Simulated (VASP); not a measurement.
Here is a VASP 6.6.1 calculation.

File INCAR:

```
PREC = Accurate
ENCUT = 520
EDIFF = 1E-6
ISMEAR = 0
SIGMA = 0.1
LREAL = F
LASPH = T
NELM = 100
ALGO = Normal
ISIF = 2
LWAVE = F
LCHARG = F
LDIPOL = T
IDIPOL = 3
DIPOL = 0.5 0.5 0.336
GGA = PE
IVDW = 12
NBANDS = 40
```

The input KPOINTS:

```
Automatic mesh
0
Gamma
  7 7 1
```

File POSCAR:

```
Ge4F
1.0
    4.0303587907      0.0000000000      0.0000000000
    0.0000000000      4.0303587907      0.0000000000
    0.0000000000      0.0000000000     21.6416627718
Ge F
4 1
Direct
    0.0000000000      0.5000000000      0.1848286817
    0.0000000000      0.0000000000      0.2506714513
    0.5000000000      0.0000000000      0.3196569899
    0.5000000000      0.5000000000      0.3854446333
    0.8750000000      0.5000000000      0.5379282957
```

Potentials or basis: VASP PAW PBE potentials, release 64 (Ge_d, F).

Command:

```bash
$ cat potpaw_PBE.64/Ge_d/POTCAR potpaw_PBE.64/F/POTCAR > POTCAR
$ mpirun -np 1 vasp_std > vasp.out
```

Q: What does it give for the dispersion energy per atom?

A: -0.176 eV.

Q: Predict the largest force.

A: 0.718 eV/Å.

Forces in eV/Å, atoms in the order of the input:
```
Ge   0.001  0.000 -0.085
Ge   0.006  0.000  0.097
Ge   0.044  0.000  0.011
Ge   0.018  0.000  0.691
F   -0.069  0.000 -0.715
```

Caveat: an odd number of electrons without spin polarisation forces a metal; a magnetic or distorted state may lie lower.
